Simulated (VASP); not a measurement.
Runs of VASP 6.6.1 on SiNi. The structure is that of space group Pnma (No. 62), or close to it. The cells are those of the table. 

| cell | gap on the mesh (eV) | pressure (GPa) | largest force (eV/Å) |
| --- | --- | --- | --- |
| a = 4.935, b = 3.257, c = 5.694 Å, 8 atoms | none | 7.5 | 0.30 |
| a = 4.935, b = 3.257, c = 5.362 Å, 8 atoms | none | 21.9 | 0.30 |
| a = 5.088, b = 3.358, c = 5.362 Å, 8 atoms | none | 6.5 | (a) |
| a = 4.935, b = 3.257, c = 5.445 Å, 8 atoms | none | (b) | 0.19 |

Alike in all rows: task single point; level PBEsol; potentials or basis VASP PAW PBE potentials, release 64 (Si, Ni); no spin polarisation; k mesh 8 × 12 × 8; cutoff (eV) 520; smearing gaussian 0.15 eV.

**Question.** Estimate the missing entries.

**Answer.** (a) 0.25; (b) 17.7.

Caveats: the PAW data sets were made with another functional, which shifts forces and pressure a little.

A gap of «none» marks levels without a gap at the run's occupations.
